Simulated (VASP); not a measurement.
# GePt (Pnma) in VASP: single point with PBE

Aim: the single point of GePt with PBE.

Program: VASP 6.6.1. These are calculated values, not measurements. Logs are shortened: lines on timing, memory, paths and dates and some standing lists are left out, and cuts for length are marked.

### 1 The cell of the first run

It takes space group Pnma (No. 62, orthorhombic). The conventional cell has a = 5.830 Å, b = 3.744 Å, c = 6.177 Å, α = 90.00°, β = 90.00°, γ = 90.00°. Within 3.3 Å of Ge (site symmetry m) lie 6 Pt at 2.51 to 2.71 Å and 2 Ge at 3.06 Å. Within 3.3 Å of Pt (site symmetry m) lie 6 Ge at 2.51 to 2.71 Å and 4 Pt at 3.00 to 3.02 Å.

### 2 Single point, PBE

INCAR reads:

```
PREC = Accurate
ENCUT = 520
EDIFF = 1E-7
ISMEAR = 0
SIGMA = 0.1
LREAL = F
LASPH = T
NELM = 80
ALGO = Normal
ISIF = 2
LWAVE = F
LCHARG = T
GGA = PE
LELF = T
LVHAR = T
NBANDS = 58
```

KPOINTS reads:

```
regular mesh
0
Gamma
  4 6 4
```

POSCAR reads:

```
GePt
1.0
    5.8300209918      0.0000000000      0.0000000000
    0.0000000000      3.7440558406      0.0000000000
    0.0000000000      0.0000000000      6.1767211681
Ge Pt
4 4
Direct
    0.1857872937      0.2500000000      0.5879018586
    0.3142127063      0.7500000000      0.0879018586
    0.6857872937      0.2500000000      0.9120981414
    0.8142127063      0.7500000000      0.4120981414
    0.9978352617      0.2500000000      0.1921988439
    0.5021647383      0.7500000000      0.6921988439
    0.4978352617      0.2500000000      0.3078011561
    0.0021647383      0.7500000000      0.8078011561
```

Potentials or basis: VASP PAW PBE potentials, release 64 (Ge_d, Pt).

Command:

```bash
$ cat potpaw_PBE.64/Ge_d/POTCAR potpaw_PBE.64/Pt/POTCAR > POTCAR
$ mpirun -np 1 vasp_std > vasp.out
```

OUTCAR:

```text
PREC = Accurate
   ENCUT = 520
   EDIFF = 1E-7
   ISMEAR = 0
   LREAL = F
   LASPH = T
   NELM = 80
   ISIF = 2
   GGA = PE

 ion  position               nearest neighbor table
   1  0.186  0.250  0.588-   7 2.51   8 2.55   8 2.55   5 2.68   6 2.71   6 2.71
   2  0.314  0.750  0.088-   8 2.51   7 2.55   7 2.55   6 2.68   5 2.71   5 2.71
   3  0.686  0.250  0.912-   5 2.51   6 2.55   6 2.55   7 2.68   8 2.71   8 2.71
   4  0.814  0.750  0.412-   6 2.51   5 2.55   5 2.55   8 2.68   7 2.71   7 2.71
   5  0.998  0.250  0.192-   3 2.51   4 2.55   4 2.55   1 2.68   2 2.71   2 2.71   7 3.00   7 3.00
                             8 3.02   8 3.02
   6  0.502  0.750  0.692-   4 2.51   3 2.55   3 2.55   2 2.68   1 2.71   1 2.71   8 3.00   8 3.00
                             7 3.02   7 3.02
   7  0.498  0.250  0.308-   1 2.51   2 2.55   2 2.55   3 2.68   4 2.71   4 2.71   5 3.00   5 3.00
                             6 3.02   6 3.02
   8  0.002  0.750  0.808-   2 2.51   1 2.55   1 2.55   4 2.68   3 2.71   3 2.71   6 3.00   6 3.00
                             5 3.02   5 3.02

  LATTYP: Found a simple orthorhombic cell.
 ALAT       =     3.7440558406
 B/A-ratio  =     1.5571405022
 C/A-ratio  =     1.6497406639

  Lattice vectors:

 A1 = (   0.0000000000,  -3.7440558406,   0.0000000000)
 A2 = (   5.8300209918,   0.0000000000,   0.0000000000)
 A3 = (   0.0000000000,   0.0000000000,   6.1767211681)

Analysis of symmetry for initial positions (statically):
=====================================================================
 Subroutine PRICEL returns:
 Original cell was already a primitive cell.

 Routine SETGRP: Setting up the symmetry group for a
 simple orthorhombic supercell.

 Subroutine GETGRP returns: Found  8 space group operations
 (whereof  2 operations were pure point group operations)
 out of a pool of  8 trial point group operations.

The static configuration has the point symmetry S_2 .
 The point group associated with its full space group is D_2h.

Analysis of symmetry for dynamics (positions and initial velocities):
=====================================================================
 Subroutine PRICEL returns:
 Original cell was already a primitive cell.

 Routine SETGRP: Setting up the symmetry group for a
 simple orthorhombic supercell.

 Subroutine GETGRP returns: Found  8 space group operations
 (whereof  2 operations were pure point group operations)
 out of a pool of  8 trial point group operations.

The dynamic configuration has the point symmetry S_2 .
 The point group associated with its full space group is D_2h.

[... 112 lines left out ...]
   EDIFFG = 0.1E-05   stopping-criterion for IOM
   NSW    =      0    number of steps for IOM
   IBRION =     -1    ionic relax: 0-MD 1-quasi-New 2-CG
   NFREE  =      0    steps in history (QN), initial steepest desc. (CG)
   ISIF   =      2    stress and relaxation
   ISYM   =      2    0-nonsym 1-usesym 2-fastsym
   POTIM  = 0.5000    time-step for ionic-motion
   TEBEG  =    0.0;   TEEND  =   0.0 temperature during run
   PSTRESS=    0.0 pullay stress
   NELECT =      96.0000    total number of electrons
   NUPDOWN=      -1.0000    fix difference up-down
   EMIN   =  10.00;   EMAX   =-10.00  energy-range for DOS
   EFERMI =   0.00;   METHOD = LEGACY
   ISMEAR =     0;   SIGMA  =   0.10  broadening in eV -4-tet -1-fermi 0-gaus
   EFERMI_NEDOS =   21; number of points for ismear=-14 and -15
   IALGO  =     38    algorithm
   IMIX   =      4    mixing-type and parameters
     AMIX     =   0.40;   BMIX     =  1.00
     AMIX_MAG =   1.60;   BMIX_MAG =  1.00
  volume/ion in A,a.u.               =      16.85       113.73
  Fermi-wavevector in a.u.,A,eV,Ry     =   1.461869  2.762532 29.076476  2.137061
  Thomas-Fermi vector in A             =   2.578150
   LORBIT       =      0    0 simple, 1 ext, 2 COOP (PROOUT), +10 PAW based schemes
   GGA     = PE    functional components
   LHFCALC =     F    Hartree Fock is set to
   AEXX    =    0.0000 exact exchange contribution
   IVDW    =     0    specifies the selected vdW correction
   LEPSILON=     F    determine dielectric tensor
   LRPA    =     F    only Hartree local field effects (RPA)
 non-spin polarized calculation
 Gauss-broadening in eV      SIGMA  =   0.10
  energy-cutoff  :      520.00
  volume of cell :      134.83
 maximum number of plane-waves:      3676
 NGX is ok and might be reduce to    48
   NGX = 21   NGY = 13   NGZ = 23

 number of electron      95.9999959 magnetization

 Free energy of the ion-electron system (eV)
  ---------------------------------------------------
  ext. energy  EPLUGINS =         0.00000000
  ---------------------------------------------------
  free energy    TOTEN  =       -46.20124427 eV

  energy without entropy =      -46.18597353  energy(sigma->0) =      -46.19360890

 E-fermi :   9.1004     XC(G=0): -12.2222

 val. band max:        9.0929664481   @ k =   0.5000   0.1667   0.2500
 cond. band min:       9.1148626087   @ k =   0.0000   0.5000   0.2500
 fundamental gap:      0.0218961605
 Fermi energy:         9.1003906207

 k-point     1 :       0.0000    0.0000    0.0000
  band No.  band energies     occupation
      1     -16.0082      2.00000
      2     -16.0012      2.00000
      3     -16.0010      2.00000
      4     -15.9982      2.00000
      5     -15.9875      2.00000
      6     -15.9774      2.00000
[... 1453 lines left out ...]
     57      14.1873      0.00000
     58      14.1873      0.00000

 [... further k-points ...]
[... 5 lines left out ...]
  --------------------------------------------------------------------------------------
  -------------------------------------------------------------------------------------
  Total        0.0718457      0.0951955      0.0037438     -0.0000000      0.0000000      0.0000000
  in kB        0.8537696      1.1312448      0.0444886     -0.0000000      0.0000000      0.0000000
  external PRESSURE =       0.6765010 kB  Pullay stress =       0.0000000 kB

 VOLUME and BASIS-vectors are now :
 -----------------------------------------------------------------------------
  energy-cutoff  :      520.00
  volume of cell :      134.83
      direct lattice vectors                 reciprocal lattice vectors
     5.830020992  0.000000000  0.000000000     0.171525969  0.000000000  0.000000000
     0.000000000  3.744055841  0.000000000     0.000000000  0.267090034  0.000000000
     0.000000000  0.000000000  6.176721168     0.000000000  0.000000000  0.161898194

 POSITION                                       TOTAL-FORCE (eV/Angst)
 -----------------------------------------------------------------------------------
      1.08314      0.93601      3.63131        -0.006710     -0.000000     -0.013590
      1.83187      2.80804      0.54295         0.006710     -0.000000     -0.013590
      3.99815      0.93601      5.63378        -0.006710      0.000000      0.013590
      4.74688      2.80804      2.54542         0.006710      0.000000      0.013590
      5.81740      0.93601      1.18716         0.013793     -0.000000      0.003236
      2.92763      2.80804      4.27552        -0.013793      0.000000      0.003236
      2.90239      0.93601      1.90120         0.013793      0.000000     -0.003236
      0.01262      2.80804      4.98956        -0.013793     -0.000000     -0.003236
 -----------------------------------------------------------------------------------
    total drift:                                0.000000      0.000000      0.000000

  FREE ENERGIE OF THE ION-ELECTRON SYSTEM (eV)
  ---------------------------------------------------
  free  energy   TOTEN  =       -46.2012442735 eV

  energy  without entropy=      -46.1859735306  energy(sigma->0) =      -46.19360890
```

stdout:

```text
POSCAR found type information on POSCAR GePt
 POSCAR found :  2 types and       8 ions
 scaLAPACK will be used
 LDA part: xc-table for (Slater+PW92), standard interpolation
 POSCAR, INCAR and KPOINTS ok, starting setup
 FFT: planning ... GRIDC
 FFT: planning ... GRID_SOFT
 FFT: planning ... GRID
 WAVECAR not read
 entering main loop
```

Wall time 7.1 min (1 thread of Intel Xeon 8259CL, shared host); peak memory 0.38 GiB.

What came out:

```
Free energy            : -46.2012 eV
Pressure               : 0.1 GPa
Largest force          : 0.015 eV/Å
Band gap on the k mesh : zero (bands 48 and 49 overlap by 1.16 eV)
```

Forces on the atoms (eV/Å):
```
Ge  -0.007  0.000 -0.014
Ge   0.007  0.000 -0.014
Ge  -0.007  0.000  0.014
Ge   0.007  0.000  0.014
Pt   0.014  0.000  0.003
Pt  -0.014  0.000  0.003
Pt   0.014  0.000 -0.003
Pt  -0.014  0.000 -0.003
```

Caveat: spin-orbit coupling is left out, which moves the levels of the heavy elements.
